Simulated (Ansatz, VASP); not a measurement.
**TaSi2 in VASP and in Ansatz**

File INCAR:

```
  PREC = Accurate
  ENCUT = 520
  EDIFF = 1E-6
  ISMEAR = 0
  SIGMA = 0.1
  LREAL = F
  LASPH = T
  NELM = 100
  ALGO = Normal
  ISIF = 2
  LWAVE = F
  LCHARG = T
  GGA = PE
  LELF = T
  LVHAR = T
  NBANDS = 38
```

KPOINTS

```
regular mesh
0
Gamma
  6 6 4
```

Contents of POSCAR:

```
TaSi2
1.0
    4.7839004637      0.0000000000      0.0000000000
   -2.3919502318      4.1429793307      0.0000000000
    0.0000000000      0.0000000000      6.5700000000
Ta Si
3 6
Direct
    0.5000000000      0.0000000000      0.0000000000
    0.5000000000      0.5000000000      0.6666666667
    0.0000000000      0.5000000000      0.3333333333
    0.1589700000      0.3179400000      0.0000000000
    0.8410300000      0.1589700000      0.6666666667
    0.6820600000      0.8410300000      0.3333333333
    0.8410300000      0.6820600000      0.0000000000
    0.1589700000      0.8410300000      0.6666666667
    0.3179400000      0.1589700000      0.3333333333
```

Input for Ansatz:

```yaml
crystal:
  lattice:
    - [4.7839004637, 0.0, 0.0]
    - [-2.3919502318, 4.1429793307, 0.0]
    - [0.0, 0.0, 6.57]
  atoms:
    - { symbol: Ta, position: [0.5, 0.0, 0.0] }
    - { symbol: Ta, position: [0.5, 0.5, 0.6666666667] }
    - { symbol: Ta, position: [0.0, 0.5, 0.3333333333] }
    - { symbol: Si, position: [0.15897, 0.31794, 0.0] }
    - { symbol: Si, position: [0.84103, 0.15897, 0.6666666667] }
    - { symbol: Si, position: [0.68206, 0.84103, 0.3333333333] }
    - { symbol: Si, position: [0.84103, 0.68206, 0.0] }
    - { symbol: Si, position: [0.15897, 0.84103, 0.6666666667] }
    - { symbol: Si, position: [0.31794, 0.15897, 0.3333333333] }
basis:
  ecutwfc: 420
kpoints:
  mp_grid: { grid: [6, 6, 4] }
hamiltonian:
  xc: pbe
scf:
  occupations: { method: gaussian, width: 0.1 }
  lower_state_search: "off"
output:
  forces: true
  stress: true
  eigenvalues: true
```

Alike in both runs: task single point; functional PBE; k mesh 6 × 6 × 4; occupations gaussian, width 0.1 eV; no spin polarisation.

|  | VASP | Ansatz |
| --- | --- | --- |
| version | VASP 6.6.1 | Ansatz 0.2.0 |
| potentials or method | VASP PAW PBE potentials, release 64 (Ta_pv, Si), cutoff 520 eV | scalar-relativistic, plane waves, PAW |
| valence electrons in the cell | 57 | 63 |

Ansatz gave:

- gap on the k mesh at the Fermi level (eV): none
- pressure (GPa): 2.5
- traceless stress, the component that is largest in VASP (GPa): 0.65
- rms of the force components (eV/Å): 0.012

Which values does VASP return?

gap on the k mesh at the Fermi level (eV): none; pressure (GPa): 2.6; traceless stress, the component that is largest in VASP (GPa): 0.66; rms of the force components (eV/Å): 0.010.

Atom by atom the forces differ by 0.002 eV/Å (rms over components). A gap of «none» marks a metal or a gap that the smearing closes. VASP's potentials hold 57 valence electrons a cell and Ansatz's 63, so a difference there can come from the potentials and not from the codes.

Spin-orbit coupling is off throughout.
